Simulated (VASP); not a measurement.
# AlCo (P4/mmm) in VASP: notebook

Runs on AlCo. Level: PBE. Tasks: single point.

Everything below comes from runs of VASP 6.6.1. Logs are shortened: lines on timing, memory, paths and dates and some standing lists are left out, and cuts for length are marked.

## Step 1: The cell of the first run

It takes space group P4/mmm (No. 123, tetragonal). The conventional cell has a = 2.891 Å, b = 2.891 Å, c = 2.775 Å, α = 90.00°, β = 90.00°, γ = 90.00°. Al (site symmetry 4/mmm) has 8 Co at 2.47 Å and 6 Al at 2.78 to 2.89 Å within 3.3 Å. Within 3.3 Å of Co (site symmetry 4/mmm) lie 8 Al at 2.47 Å and 6 Co at 2.78 to 2.89 Å.

## Step 2: Single point, PBE

Contents of INCAR:

```
SYSTEM = AlCo
ALGO = Fast
EDIFF = 1E-6
ENCUT = 520
GGA = PE
ISIF = 2
ISMEAR = 0
LASPH = .TRUE.
LCHARG = .FALSE.
LREAL = .FALSE.
LWAVE = .FALSE.
NBANDS = 13
NELM = 80
PREC = Accurate
SIGMA = 0.15
```

Contents of KPOINTS:

```
k-points
0
G
  24 24 24
  0 0 0
```

Contents of POSCAR:

```
AlCo
1.0
    2.8909744209      0.0000000000      0.0000000000
    0.0000000000      2.8909744209      0.0000000000
    0.0000000000      0.0000000000      2.7753354441
Al Co
1 1
Direct
    0.0000000000      0.0000000000      0.0000000000
    0.5000000000      0.5000000000      0.5000000000
```

Potentials or basis: VASP PAW PBE potentials, release 64 (Al, Co).

Started as:

```sh
$ cat potpaw_PBE.64/Al/POTCAR potpaw_PBE.64/Co/POTCAR > POTCAR
$ mpirun -np 1 vasp_std > vasp.out
```

OUTCAR:

```text
SYSTEM = AlCo
   EDIFF = 1E-6
   ENCUT = 520
   GGA = PE
   ISIF = 2
   ISMEAR = 0
   LASPH = .TRUE.
   LREAL = .FALSE.
   NELM = 80
   PREC = Accurate

 ion  position               nearest neighbor table
   1  0.000  0.000  0.000-   2 2.47   2 2.47   2 2.47   2 2.47   2 2.47   2 2.47   2 2.47   2 2.47

   2  0.500  0.500  0.500-   1 2.47   1 2.47   1 2.47   1 2.47   1 2.47   1 2.47   1 2.47   1 2.47

  LATTYP: Found a simple tetragonal cell.
 ALAT       =     2.8909744209
 C/A-ratio  =     0.9600000000

  Lattice vectors:

 A1 = (   2.8909744209,   0.0000000000,   0.0000000000)
 A2 = (   0.0000000000,   2.8909744209,   0.0000000000)
 A3 = (   0.0000000000,   0.0000000000,   2.7753354441)

Analysis of symmetry for initial positions (statically):
=====================================================================
 Subroutine PRICEL returns:
 Original cell was already a primitive cell.

 Routine SETGRP: Setting up the symmetry group for a
 simple tetragonal supercell.

 Subroutine GETGRP returns: Found 16 space group operations
 (whereof 16 operations were pure point group operations)
 out of a pool of 16 trial point group operations.

The static configuration has the point symmetry D_4h.

Analysis of symmetry for dynamics (positions and initial velocities):
=====================================================================
 Subroutine PRICEL returns:
 Original cell was already a primitive cell.

 Routine SETGRP: Setting up the symmetry group for a
 simple tetragonal supercell.

 Subroutine GETGRP returns: Found 16 space group operations
 (whereof 16 operations were pure point group operations)
 out of a pool of 16 trial point group operations.

The dynamic configuration has the point symmetry D_4h.

 Subroutine INISYM returns: Found 16 space group operations
 (whereof 16 operations are pure point group operations),
 and found     1 'primitive' translations

----------------------------------------------------------------------------------------

                                     Primitive cell

  volume of cell :      23.1955

  direct lattice vectors                    reciprocal lattice vectors
     2.890974421  0.000000000  0.000000000     0.345904133  0.000000000  0.000000000
     0.000000000  2.890974421  0.000000000     0.000000000  0.345904133  0.000000000
     0.000000000  0.000000000  2.775335444     0.000000000  0.000000000  0.360316805

  length of vectors
     2.890974421  2.890974421  2.775335444     0.345904133  0.345904133  0.360316805

  position of ions in fractional coordinates (direct lattice)
     0.000000000  0.000000000  0.000000000
     0.500000000  0.500000000  0.500000000

  ion indices of the primitive-cell ions
   primitive index   ion index
                 1           1
                 2           2

----------------------------------------------------------------------------------------

 KPOINTS: k-points

Automatic generation of k-mesh.
 Grid dimensions read from file:
 generate k-points for:   24   24   24

 Generating k-lattice:

  Cartesian coordinates                     Fractional coordinates (reciprocal lattice)
     0.014412672  0.000000000  0.000000000     0.041666667  0.000000000  0.000000000
     0.000000000  0.014412672  0.000000000     0.000000000  0.041666667  0.000000000
     0.000000000  0.000000000  0.015013200     0.000000000  0.000000000  0.041666667

  Length of vectors
     0.014412672  0.014412672  0.015013200

  Shift w.r.t. Gamma in fractional coordinates (k-lattice)
     0.000000000  0.000000000  0.000000000

 Subroutine IBZKPT returns following result:
 ===========================================

 Found   1183 irreducible k-points:

 Following reciprocal coordinates:
            Coordinates               Weight
  0.000000  0.000000  0.000000      1.000000
  0.041667  0.000000  0.000000      4.000000
  0.083333  0.000000  0.000000      4.000000
  0.125000  0.000000  0.000000      4.000000
  0.166667  0.000000  0.000000      4.000000
  0.208333  0.000000  0.000000      4.000000
[... 16 lines left out ...]
  0.416667  0.041667  0.000000      8.000000
  0.458333  0.041667  0.000000      8.000000
 [... further k-points ...]
   k-points           NKPTS =   1183   k-points in BZ     NKDIM =   1183   number of bands    NBANDS=     13
   number of dos      NEDOS =    301   number of ions     NIONS =      2
   total plane-waves  NPLWV =  13824
   dimension x,y,z NGX =    24 NGY =   24 NGZ =   24
   dimension x,y,z NGXF=    48 NGYF=   48 NGZF=   48
   ions per type =               1   1
   NGX,Y,Z   is equivalent  to a cutoff of  13.80, 13.80, 14.38 a.u.
   NGXF,Y,Z  is equivalent  to a cutoff of  27.60, 27.60, 28.75 a.u.
 SYSTEM =  AlCo
   PREC   = accura    normal or accurate (medium, high low for compatibility)
   ISTART =      0    job   : 0-new  1-cont  2-samecut
   ICHARG =      2    charge: 1-file 2-atom 10-const
   ISPIN  =      1    spin polarized calculation?
   LNONCOLLINEAR =      F non collinear calculations
   LSORBIT =      F    spin-orbit coupling
   LASPH  =      T    aspherical Exc in radial PAW
   ENCUT  =  520.0 eV  38.22 Ry    6.18 a.u.   5.38  5.38  5.16*2*pi/ulx,y,z
   NELM   =     80;   NELMIN=  2; NELMDL= -5     # of ELM steps
   EDIFF  = 0.1E-05   stopping-criterion for ELM
   LREAL  =      F    real-space projection
   EDIFFG = 0.1E-04   stopping-criterion for IOM
   NSW    =      0    number of steps for IOM
   IBRION =     -1    ionic relax: 0-MD 1-quasi-New 2-CG
   NFREE  =      0    steps in history (QN), initial steepest desc. (CG)
   ISIF   =      2    stress and relaxation
   ISYM   =      2    0-nonsym 1-usesym 2-fastsym
   POTIM  = 0.5000    time-step for ionic-motion
   TEBEG  =    0.0;   TEEND  =   0.0 temperature during run
   PSTRESS=    0.0 pullay stress
   NELECT =      12.0000    total number of electrons
   NUPDOWN=      -1.0000    fix difference up-down
   EMIN   =  10.00;   EMAX   =-10.00  energy-range for DOS
   EFERMI =   0.00;   METHOD = LEGACY
   ISMEAR =     0;   SIGMA  =   0.15  broadening in eV -4-tet -1-fermi 0-gaus
   EFERMI_NEDOS =   21; number of points for ismear=-14 and -15
   IALGO  =     68    algorithm
   IMIX   =      4    mixing-type and parameters
     AMIX     =   0.40;   BMIX     =  1.00
     AMIX_MAG =   1.60;   BMIX_MAG =  1.00
  volume/ion in A,a.u.               =      11.60        78.27
  Fermi-wavevector in a.u.,A,eV,Ry     =   1.314218  2.483511 23.499543  1.727168
  Thomas-Fermi vector in A             =   2.444486
   LORBIT       =      0    0 simple, 1 ext, 2 COOP (PROOUT), +10 PAW based schemes
   GGA     = PE    functional components
   LHFCALC =     F    Hartree Fock is set to
   AEXX    =    0.0000 exact exchange contribution
   IVDW    =     0    specifies the selected vdW correction
   LEPSILON=     F    determine dielectric tensor
   LRPA    =     F    only Hartree local field effects (RPA)
 non-spin polarized calculation
 RMM-DIIS sequential band-by-band and
 Gauss-broadening in eV      SIGMA  =   0.15
  energy-cutoff  :      520.00
  volume of cell :       23.20
 maximum number of plane-waves:       641
 NGX is ok and might be reduce to    24

 number of electron      12.0000005 magnetization

 Free energy of the ion-electron system (eV)
  ---------------------------------------------------
  ext. energy  EPLUGINS =         0.00000000
  ---------------------------------------------------
  free energy    TOTEN  =       -11.97849403 eV

  energy without entropy =      -11.96740700  energy(sigma->0) =      -11.97295051

 E-fermi :  10.5073     XC(G=0): -12.2552

 val. band max:       10.5041923782   @ k =   0.5000   0.0833   0.3750
 cond. band min:      10.5075571529   @ k =   0.3750   0.2500   0.5000
 fundamental gap:      0.0033647746
 Fermi energy:        10.5073206923

 k-point     1 :       0.0000    0.0000    0.0000
  band No.  band energies     occupation
      1      -0.5151      2.00000
      2       7.5613      2.00000
      3       7.6358      2.00000
      4       9.6073      2.00000
      5       9.7708      2.00000
      6       9.7708      2.00000
      7      16.0121      0.00000
      8      16.0121      0.00000
      9      17.5222      0.00000
     10      19.1242      0.00000
     11      19.3486      0.00000
     12      25.7355      0.00000
     13      31.5382      0.00000

 k-point     2 :       0.0417    0.0000    0.0000
  band No.  band energies     occupation
      1      -0.4831      2.00000
      2       7.5600      2.00000
      3       7.6410      2.00000
      4       9.5889      2.00000
      5       9.7562      2.00000
      6       9.7725      2.00000
      7      15.6812      0.00000
      8      16.0588      0.00000
      9      17.5649      0.00000
     10      19.2379      0.00000
     11      19.5549      0.00000
     12      25.8220      0.00000
     13      31.0639      0.00000

 k-point     3 :       0.0833    0.0000    0.0000
  band No.  band energies     occupation
      1      -0.3872      2.00000
      2       7.5490      2.00000
      3       7.6600      2.00000
      4       9.5357      2.00000
      5       9.7137      2.00000
      6       9.7773      2.00000
      7      14.9440      0.00000
      8      16.1966      0.00000
      9      17.6916      0.00000
     10      19.2501      0.00000
     11      20.2417      0.00000
     12      26.0893      0.00000
     13      30.1458      0.00000
[... 305 lines left out ...]
 k-point    23 :       0.4167    0.0417    0.0000
  band No.  band energies     occupation
      1       2.5501      2.00000
      2       5.0621      2.00000
      3       8.1301      2.00000
      4       8.7667      2.00000
      5       9.0786      2.00000
      6       9.8492      2.00000
      7      10.6828      0.09797
      8      18.5317      0.00000
      9      19.8494      0.00000
     10      21.0931      0.00000
     11      22.5987      0.00000
     12      24.0168      0.00000
     13      25.0616      0.00000

 k-point    24 :       0.4583    0.0417    0.0000
  band No.  band energies     occupation
      1       3.1313      2.00000
      2       4.4287      2.00000
      3       8.1611      2.00000
      4       8.7303      2.00000
      5       9.0463      2.00000
      6       9.8542      2.00000
      7      10.6205      0.28587
      8      18.6667      0.00000
      9      20.1705      0.00000
     10      21.6958      0.00000
     11      22.0119      0.00000
     12      23.2968      0.00000
     13      25.4638      0.00000

 [... further k-points ...]

------------------------ aborting loop because EDIFF is reached ----------------------------------------

  FORCE on cell =-STRESS in cart. coord.  units (eV):
  Direction    XX          YY          ZZ          XY          YZ          ZX
  --------------------------------------------------------------------------------------
  -------------------------------------------------------------------------------------
  Total       -0.3827923     -0.3827923      0.7447221      0.0000000      0.0000000      0.0000000
  in kB      -26.4405106    -26.4405106     51.4399870      0.0000000      0.0000000      0.0000000
  external PRESSURE =      -0.4803447 kB  Pullay stress =       0.0000000 kB

 VOLUME and BASIS-vectors are now :
 -----------------------------------------------------------------------------
  energy-cutoff  :      520.00
  volume of cell :       23.20
      direct lattice vectors                 reciprocal lattice vectors
     2.890974421  0.000000000  0.000000000     0.345904133  0.000000000  0.000000000
     0.000000000  2.890974421  0.000000000     0.000000000  0.345904133  0.000000000
     0.000000000  0.000000000  2.775335444     0.000000000  0.000000000  0.360316805

 POSITION                                       TOTAL-FORCE (eV/Angst)
 -----------------------------------------------------------------------------------
      0.00000      0.00000      0.00000         0.000000      0.000000      0.000000
      1.44549      1.44549      1.38767         0.000000      0.000000      0.000000
 -----------------------------------------------------------------------------------
    total drift:                                0.000000     -0.000000     -0.000000

  FREE ENERGIE OF THE ION-ELECTRON SYSTEM (eV)
  ---------------------------------------------------
  free  energy   TOTEN  =       -11.9784940260 eV

  energy  without entropy=      -11.9674070011  energy(sigma->0) =      -11.97295051
```

Wall time 4.2 min (1 thread of AMD EPYC 9R45 (Zen 5), shared host); peak memory 0.43 GiB.

What came out:

```yaml
Free_energy: -11.9785 eV
Pressure: 0.0 GPa
Band_gap_on_the_k_mesh: zero (bands 6 and 7 overlap by 2.67 eV)
```

Levels at points of the mesh, in eV from the Fermi level:
| k point | band 3 | band 4 | band 5 | band 6 | band 7 | band 8 | band 9 | band 10 |
| --- | --- | --- | --- | --- | --- | --- | --- | --- |
| (0.00, 0.00, 0.00) | -2.87 | -0.90 | -0.74 | -0.74 | 5.50 | 5.50 | 7.01 | 8.62 |
| (0.50, 0.00, 0.00) | -2.34 | -1.78 | -1.47 | -0.64 | 0.10 | 8.39 | 10.14 | 11.12 |
| (0.50, 0.50, 0.00) | -2.82 | -2.82 | -1.31 | -1.31 | -0.28 | 2.20 | 3.23 | 13.48 |
| (0.00, 0.00, 0.50) | -2.28 | -1.75 | -1.75 | -0.76 | 0.47 | 8.45 | 10.27 | 10.27 |
| (0.50, 0.00, 0.50) | -2.66 | -2.41 | -1.54 | -1.51 | -0.16 | 2.61 | 3.60 | 12.44 |
| (0.50, 0.50, 0.50) | -3.88 | -0.24 | -0.08 | 2.39 | 2.39 | 2.54 | 4.14 | 5.03 |

Caveat: the run has no spin polarisation, though such a crystal can be magnetic. Spin polarisation is off, so any magnetic state and its effect on volume and gap are missing.

## Step 3: Single point, PBE

This run uses another cell than the first one, of the same volume but with other edges.

Contents of INCAR:

```
SYSTEM = AlCo
PREC = Accurate ; ENCUT = 520
EDIFF = 1E-6 ; ISMEAR = 0
SIGMA = 0.15 ; LREAL = .FALSE.
LASPH = .TRUE. ; NELM = 60
ALGO = Fast ; ISIF = 2
LWAVE = .FALSE. ; LCHARG = .TRUE.
GGA = PE ; LELF = .TRUE.
LVHAR = .TRUE. ; NBANDS = 13
```

Contents of KPOINTS:

```
Automatic mesh
0
G
  24 24 24
  0 0 0
```

Contents of POSCAR:

```
AlCo
1.0
    2.8058959384      0.0000000000      0.0000000000
    0.0000000000      2.8058959384      0.0000000000
    0.0000000000      0.0000000000      2.9461907353
Al Co
1 1
Direct
    0.0000000000      0.0000000000      0.0000000000
    0.5000000000      0.5000000000      0.5000000000
```

Potentials or basis: VASP PAW PBE potentials, release 64 (Al, Co).

Started as:

```sh
$ cat potpaw_PBE.64/Al/POTCAR potpaw_PBE.64/Co/POTCAR > POTCAR
$ mpirun -np 1 vasp_std > vasp.out
```

Run time: 4.4 min. Hardware: 1 thread of AMD EPYC 9R45 (Zen 5), shared host; peak memory 0.43 GiB.

It converged, with:

```yaml
Free_energy: -11.9780 eV
Pressure: 0.0 GPa
Band_gap_on_the_k_mesh: zero (bands 6 and 7 overlap by 2.61 eV)
```

Stress tensor (GPa, compression positive):
```
 2.05  0.00  0.00
 0.00  2.05  0.00
 0.00  0.00 -3.95
```

Levels at points of the mesh, in eV from the Fermi level:
```tsv
k point	band 2	band 3	band 4	band 5	band 6	band 7	band 8	band 9	band 10	band 11
(0.00, 0.00, 0.00)	-2.91	-2.83	-0.81	-0.81	-0.64	4.89	6.63	6.63	8.54	8.97
(0.50, 0.00, 0.00)	-6.48	-2.26	-1.85	-1.51	-0.68	0.40	8.41	9.67	10.96	11.28
(0.50, 0.50, 0.00)	-2.90	-2.37	-2.37	-1.58	-1.58	-0.06	2.80	3.81	12.03	15.10
(0.00, 0.00, 0.50)	-6.64	-2.34	-1.53	-1.53	-0.56	-0.03	8.48	11.14	11.14	11.83
(0.50, 0.00, 0.50)	-3.00	-2.85	-2.56	-1.35	-1.31	-0.22	2.38	3.37	13.23	15.98
(0.50, 0.50, 0.50)	-3.85	-3.84	-0.21	-0.03	2.36	2.53	2.53	4.18	5.20	5.20
```

Caveat: the run has no spin polarisation, though such a crystal can be magnetic.
